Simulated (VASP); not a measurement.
Set up this calculation in VASP 6.6.1, as the native input.

- Task: single point
- Functional: LDA
- Potentials or basis: VASP PAW LDA potentials, release 64 (Pt)
- Cutoff: 500 eV
- k mesh: 18 × 18 × 18
- Occupations: gaussian, width 0.1 eV
- Spin: no spin polarisation
- Dipole correction: no
- Further INCAR settings: ALGO = Normal; EDIFF = 1e-06; NBANDS = 11

The structure of Pt lies in POSCAR:

```
Pt
1.0
    0.0000000000      1.9467946934      1.9467946934
    1.9467946934      0.0000000000      1.9467946934
    1.9467946934      1.9467946934      0.0000000000
Pt
1
Direct
    0.0000000000      0.0000000000      0.0000000000
```

The input as run:

INCAR

```
SYSTEM = Pt
ALGO = Normal
EDIFF = 1E-6
ENCUT = 500
GGA_COMPAT = .False.
ISIF = 2
ISMEAR = 0
LASPH = .True.
LCHARG = .False.
LREAL = .False.
LWAVE = .False.
NBANDS = 11
NELM = 120
PREC = Accurate
SIGMA = 0.1
```

KPOINTS

```
k-points
0
Gamma
  18 18 18
  0 0 0
```

Potentials or basis: VASP PAW LDA potentials, release 64 (Pt).

The run is started by

```console
$ cat potpaw_LDA.64/Pt/POTCAR > POTCAR
$ mpirun -np 1 vasp_std > vasp.out
```

Results of the run:

```
Pressure               : 0.8 GPa
Band gap on the k mesh : zero (band 5 reaches 12.08 eV, above the bottom of band 6 at 9.77 eV)
```

Caveat: spin-orbit coupling is left out, which moves the levels of the heavy elements.

Run time: 16 s on 1 thread of Intel(R) Xeon(R) Platinum 8375C CPU @ 2.90GHz (Ice Lake) (shared host), peak memory 0.14 GiB.
